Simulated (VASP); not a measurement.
Gd, 1 atom in the cell. Symmetry: Fm-3m, No. 225, cubic system. The conventional cell has a = 3.748 Å, b = 3.748 Å, c = 3.748 Å, α = 90.00°, β = 90.00°, γ = 90.00°. Within 3.5 Å of Gd (site symmetry m-3m) lie 12 Gd at 2.65 Å.  This cell differs from its parent crystal: volume scaled by 0.4.

```yaml
Program: VASP 6.6.1
Task: single point
Functional: PBE
Potentials_or_basis: VASP PAW PBE potentials, release 64 (Gd)
Cutoff: 520 eV
k_mesh: 13 × 13 × 13
Occupations: fermi-dirac, width 0.05 eV
Spin: collinear spin, ferromagnetic start
Starting_moments: "[7.0] μB"
Dipole_correction: no
Further_INCAR_settings: ALGO = Normal; EDIFF = 1e-06; NBANDS = 19
```

Potentials or basis: VASP PAW PBE potentials, release 64 (Gd).

The run is started by

```sh
$ cat potpaw_PBE.64/Gd/POTCAR > POTCAR
$ mpirun -np 1 vasp_std > vasp.out
```

Hardware: 1 thread of Intel Xeon 6975P-C, with other jobs on the host.

Task: Estimate the wall time of this run.

Result: Wall time 62 s on 1 thread of Intel Xeon 6975P-C (shared host), peak memory 0.17 GiB. Counts: scf iterations 19, k points 84.
